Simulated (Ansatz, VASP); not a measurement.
## GaSb in VASP and in Ansatz

INCAR

```
SYSTEM = GaSb
PREC = Accurate
ENCUT = 600
EDIFF = 1E-6
ISMEAR = -1
SIGMA = 0.05
LREAL = .FALSE.
LASPH = .TRUE.
NELM = 100
ALGO = Normal
ISIF = 3
LWAVE = .FALSE.
LCHARG = .FALSE.
GGA = PE
IBRION = 2
NSW = 60
EDIFFG = -0.005
```

The input KPOINTS:

```
regular mesh
0
G
  13 13 13
  0 0 0
```

The input POSCAR:

```
GaSb
1.0
    0.0000000000      2.7216090333      2.7216090333
    2.7216090333      0.0000000000      2.7216090333
    2.7216090333      2.7216090333      0.0000000000
Ga Sb
1 1
Direct
    0.0000000000      0.0000000000      0.0000000000
    0.5000000000      0.5000000000      0.5000000000
```

Input for Ansatz:

```yaml
crystal:
  lattice:
    - [0.0, 2.7216090333, 2.7216090333]
    - [2.7216090333, 0.0, 2.7216090333]
    - [2.7216090333, 2.7216090333, 0.0]
  atoms:
    - { symbol: Ga, position: [0.0, 0.0, 0.0] }
    - { symbol: Sb, position: [0.5, 0.5, 0.5] }
kpoints:
  mp_grid: { grid: [13, 13, 13] }
scf:
  occupations: { method: fermi_dirac, width: 0.05 }
hamiltonian:
  xc: pbe
  pseudopotentials: { kind: paw }
output:
  forces: true
  stress: true
relax:
  f_tol: 0.005
  max_steps: 40
  cell: {}
```

Alike in both runs: task relaxation of cell and atoms; functional PBE; k mesh 13 × 13 × 13; occupations fermi-dirac, width 0.05 eV; no spin polarisation.

|  | VASP | Ansatz |
| --- | --- | --- |
| version | VASP 6.6.1 | Ansatz 0.2.0 |
| potentials or method | VASP PAW PBE potentials, release 64 (Ga_d, Sb) | PAW with Ansatz's default frozen-core files, scalar-relativistic |
| plane-wave cutoff (eV) | 600 | 420 |
| valence electrons in the cell | 18 | 28 |

Ansatz gave:

| Property | Result |
| --- | --- |
| relaxed volume (Å³/atom) | 24.35 |
| relaxed length of the cell vector where the two differ most in proportion (Å) | 4.099 |

Q: What did VASP give for the same quantities?

A: Relaxed volume (Å³/atom): 24.38; relaxed length of the cell vector where the two differ most in proportion (Å): 4.101.

VASP's potentials hold 18 valence electrons a cell and Ansatz's 28, so a difference there can come from the potentials and not from the codes.

Neither program's run includes spin-orbit coupling. Noted on VASP's run: the volume moved by over 15 % at a fixed basis, so the end points are rough.
